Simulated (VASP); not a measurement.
Here is a VASP 6.6.1 calculation.

INCAR

```
  PREC = Accurate
  ENCUT = 520
  EDIFF = 1E-6
  ISMEAR = 0
  SIGMA = 0.1
  LREAL = F
  LASPH = T
  NELM = 60
  ALGO = Normal
  ISIF = 2
  LWAVE = F
  LCHARG = F
  GGA = PE
  NBANDS = 18
```

Contents of KPOINTS:

```
regular mesh
0
Gamma
  10 10 10
```

The input POSCAR:

```
AlFeB3
1.0
    3.8059383385      0.0000000000      0.0000000000
    0.0000000000      3.8059383385      0.0000000000
    0.0000000000      0.0000000000      3.8059383385
Al Fe B
1 1 3
Direct
    0.0000000000      0.0000000000      0.0000000000
    0.5000000000      0.5000000000      0.5000000000
    0.0000000000      0.5000000000      0.5000000000
    0.5000000000      0.0000000000      0.5000000000
    0.5000000000      0.5000000000      0.0000000000
```

Potentials or basis: VASP PAW PBE potentials, release 64 (Al, Fe, B).

Launch:

```bash
$ cat potpaw_PBE.64/Al/POTCAR potpaw_PBE.64/Fe/POTCAR potpaw_PBE.64/B/POTCAR > POTCAR
$ mpirun -np 1 vasp_std > vasp.out
```

Q: Estimate the pressure.

A: -0.2 GPa.

Q: Estimate the band gap on the k mesh.

A: Zero (band 10 reaches 7.11 eV, above the bottom of band 11 at 6.09 eV).

Spin polarisation is off, so any magnetic state and its effect on volume and gap are missing.
